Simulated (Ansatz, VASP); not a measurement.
## Two plane-wave programs on CdSe

```
Cd Se
1.0
     0.00000    3.01822    3.01822
     3.01822    0.00000    3.01822
     3.01822    3.01822    0.00000
Cd Se
1 1
Direct
  0.00000 0.00000 0.00000
  0.75000 0.75000 0.75000
```

Alike in both runs: task single point; functional PBE; k mesh 6 × 6 × 6; occupations gaussian, width 0.01 eV; no spin polarisation.

|  | VASP | Ansatz |
| --- | --- | --- |
| version | VASP 6.6.1 | Ansatz 0.2.0 |
| potentials or method | VASP PAW PBE potentials, release 64 (Cd, Se), cutoff 500 eV | plane waves, PAW |
| valence electrons in the cell | 18 | 36 |

|  | VASP | Ansatz | Ansatz less VASP |
| --- | --- | --- | --- |
| pressure (GPa) | 4.6 | 4.2 | -0.37 |

VASP's potentials hold 18 valence electrons a cell and Ansatz's 36, so a difference there can come from the potentials and not from the codes.
